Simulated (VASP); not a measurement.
Input of a VASP 6.6.1 run:

Contents of INCAR:

```
PREC     = Accurate       # precision mode
ENCUT    = 520            # plane-wave cutoff, eV
EDIFF    = 1E-6           # SCF threshold, eV
ISMEAR   = -1             # smearing method
SIGMA    = 0.05           # smearing width, eV
LREAL    = False          # projectors in reciprocal space
LASPH    = True           # aspherical terms in the spheres
NELM     = 100            # most SCF steps
ALGO     = Normal         # electronic algorithm
ISIF     = 2              # what is computed and relaxed
LWAVE    = False          # write WAVECAR
LCHARG   = False          # write CHGCAR
GGA      = PS             # functional
IVDW     = 13             # dispersion correction
NBANDS   = 11             # bands
```

File KPOINTS:

```
regular mesh
0
Gamma
  12 12 12
```

The input POSCAR:

```
Pd
1.0
   -1.5344170329      1.5344170329      1.5344170329
    1.5344170329     -1.5344170329      1.5344170329
    1.5344170329      1.5344170329     -1.5344170329
Pd
1
Direct
    0.0000000000      0.0000000000      0.0000000000
```

Potentials or basis: VASP PAW PBE potentials, release 64 (Pd).

Command:

```bash
$ cat potpaw_PBE.64/Pd/POTCAR > POTCAR
$ mpirun -np 1 vasp_std > vasp.out
```

(1) Predict the dispersion energy per atom.

(2) Estimate the pressure.

Results:

(1) -0.292 eV.

(2) -0.4 GPa.

Caveat: the PAW data sets were made with another functional, which shifts forces and pressure a little; pairwise dispersion overbinds metals, which lowers pressure and volume.
